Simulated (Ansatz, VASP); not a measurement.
# Y in VASP and in Ansatz

INCAR

```
PREC = Accurate ; ENCUT = 520
EDIFF = 1E-7 ; ISMEAR = 1
SIGMA = 0.15 ; LREAL = F
LASPH = T ; NELM = 100
ALGO = Normal ; ISIF = 2
LWAVE = F ; LCHARG = T
GGA = PS ; LELF = T
LVHAR = T ; NBANDS = 12
```

KPOINTS

```
Automatic mesh
0
Gamma
  10 10 10
```

POSCAR

```
Y
1.0
    0.0000000000      2.4400127077      2.4400127077
    2.4400127077      0.0000000000      2.4400127077
    2.4400127077      2.4400127077      0.0000000000
Y
1
Direct
    0.0000000000      0.0000000000      0.0000000000
```

Input for Ansatz:

```yaml
crystal:
  lattice:
    - [0.0, 2.4400127077445903, 2.4400127077445903]
    - [2.4400127077445903, 0.0, 2.4400127077445903]
    - [2.4400127077445903, 2.4400127077445903, 0.0]
  atoms:
    - { symbol: "Y", position: [0.0, 0.0, 0.0] }
basis:
  ecutwfc: 476.19925930478996
kpoints:
  mp_grid:
    grid: [10, 10, 10]
hamiltonian:
  xc: pbesol
scf:
  convergence:
    dr2_threshold: 1.0e-10
  occupations:
    method: cold
    width: 0.15
output:
  stress: true
```

Alike in both runs: task single point; functional PBEsol; k mesh 10 × 10 × 10; no spin polarisation.

|  | VASP | Ansatz |
| --- | --- | --- |
| version | VASP 6.6.1 | Ansatz 0.2.0 |
| potentials or method | VASP PAW PBE potentials, release 64 (Y_sv), cutoff 520 eV | plane waves, PAW |
| occupations | methfessel-paxton of order 1, width 0.15 eV | cold, width 0.15 eV |
| valence electrons in the cell | 11 | 11 |

Ansatz gave:

| Property | Result |
| --- | --- |
| pressure (GPa) | 2.5 |

What did VASP give for the same quantities?

Pressure (GPa): 2.4.

VASP's potentials were made for PBE, not for PBEsol.
